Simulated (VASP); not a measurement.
Set up this calculation in VASP 6.6.1, as the native input.

```yaml
Task: single point
Functional: PBEsol
Potentials_or_basis: VASP PAW PBE potentials, release 64 (Sc_sv, Pt)
Cutoff: 520 eV
k_mesh: 14 × 14 × 14
Occupations: gaussian, width 0.15 eV
Spin: no spin polarisation
Dipole_correction: no
Further_INCAR_settings: ALGO = Fast; EDIFF = 1e-06; NBANDS = 18
```

The structure of ScPt lies in POSCAR:

```
ScPt
1.0
    3.2700000000      0.0000000000      0.0000000000
    0.0000000000      3.2700000000      0.0000000000
    0.0000000000      0.0000000000      3.2700000000
Sc Pt
1 1
Direct
    0.4541284404      0.5000000000      0.5000000000
    0.0000000000      0.0000000000      0.0000000000
```

This cell differs from its parent crystal: all Sc atoms moved +0.150 Å, as atom 1 towards its neighbour atom 1 (Sc) at 3.270 Å.

The input as run:

INCAR

```
  PREC = Accurate
  ENCUT = 520
  EDIFF = 1E-6
  ISMEAR = 0
  SIGMA = 0.15
  LREAL = F
  LASPH = T
  NELM = 60
  ALGO = Fast
  ISIF = 2
  LWAVE = F
  LCHARG = F
  GGA = PS
  NBANDS = 18
```

KPOINTS

```
regular mesh
0
Gamma
  14 14 14
```

Potentials or basis: VASP PAW PBE potentials, release 64 (Sc_sv, Pt).

Command:

```bash
$ cat potpaw_PBE.64/Sc_sv/POTCAR potpaw_PBE.64/Pt/POTCAR > POTCAR
$ mpirun -np 1 vasp_std > vasp.out
```

It gave:

The pressure is -0.2 GPa and the largest force is 0.551 eV/Å.

Caveat: the cell differs from its parent crystal (all Sc atoms moved +0.150 Å, as atom 1 towards its neighbour atom 1 (Sc) at 3.270 Å); the PAW data sets were made with another functional, which shifts forces and pressure a little.

Run time: 58 s on 1 thread of Intel(R) Xeon(R) 6975P-C (Granite Rapids) (shared host), peak memory 0.29 GiB.
